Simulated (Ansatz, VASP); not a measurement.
BP: VASP beside Ansatz

File POSCAR:

```
BP
1.0
    0.0000000000      2.2683155501      2.2683155501
    2.2683155501      0.0000000000      2.2683155501
    2.2683155501      2.2683155501      0.0000000000
B P
1 1
Direct
    0.0000000000      0.0000000000      0.0000000000
    0.2500000000      0.2500000000      0.2500000000
```

Contents of INCAR.step1:

```
SYSTEM = BP
PREC = Accurate
ENCUT = 520
EDIFF = 1E-5
ISMEAR = 0
SIGMA = 0.01
LREAL = .False.
LASPH = .True.
NELM = 80
ALGO = Normal
ISIF = 2
LWAVE = .True.
LCHARG = .False.
GGA = PE
NBANDS = 11
```

The input INCAR.step2:

```
SYSTEM = BP
PREC = Accurate
ENCUT = 520
EDIFF = 1E-7
ISMEAR = 0
SIGMA = 0.01
LREAL = .False.
LASPH = .True.
NELM = 80
ALGO = Normal
ISIF = 2
LWAVE = .False.
LCHARG = .False.
GGA = PE
LHFCALC = .True.
AEXX = 0.75
HFSCREEN = 0.3
PRECFOCK = Normal
ISTART = 1
NBANDS = 11
```

KPOINTS

```
Automatic mesh
0
Gamma
  4 4 4
  0 0 0
```

Input for Ansatz:

```yaml
crystal:
  lattice:
    - [0.0, 2.2683155501, 2.2683155501]
    - [2.2683155501, 0.0, 2.2683155501]
    - [2.2683155501, 2.2683155501, 0.0]
  atoms:
    - { symbol: B, position: [0.0, 0.0, 0.0] }
    - { symbol: P, position: [0.25, 0.25, 0.25] }
kpoints:
  mp_grid: { grid: [4, 4, 4] }
hamiltonian:
  xc: { exchange: pbe, correlation: pbe, exx: { coeff: 0.75, omega: 0.3 } }
scf:
  occupations: { method: fixed }
  n_extra_bands: 4
output:
  forces: true
  stress: true
  eigenvalues: true
```

Alike in both runs: task single point; functional PBE-based screened hybrid; k mesh 4 × 4 × 4; no spin polarisation.

```csv
,VASP,Ansatz
version,VASP 6.6.1,Ansatz 0.2.0
potentials or method,"VASP PAW PBE potentials, release 64 (B, P)",plane waves
plane-wave cutoff (eV),520,420
occupations,"gaussian, width 0.01 eV",fixed
valence electrons in the cell,8,8
```

|  | VASP | Ansatz | Ansatz less VASP |
| --- | --- | --- | --- |
| gap on the k mesh at the Fermi level (eV) | 3.19 | 3.19 | -0.002 |
| pressure (GPa) | -5.7 | -4.5 | +1.19 |

VASP's potentials were made for PBE, not for PBE-based screened hybrid. Ansatz's warnings: stress exchange threshold loose, stress scf threshold loose.

The k mesh is coarse, so the values compare programs but aren't converged.
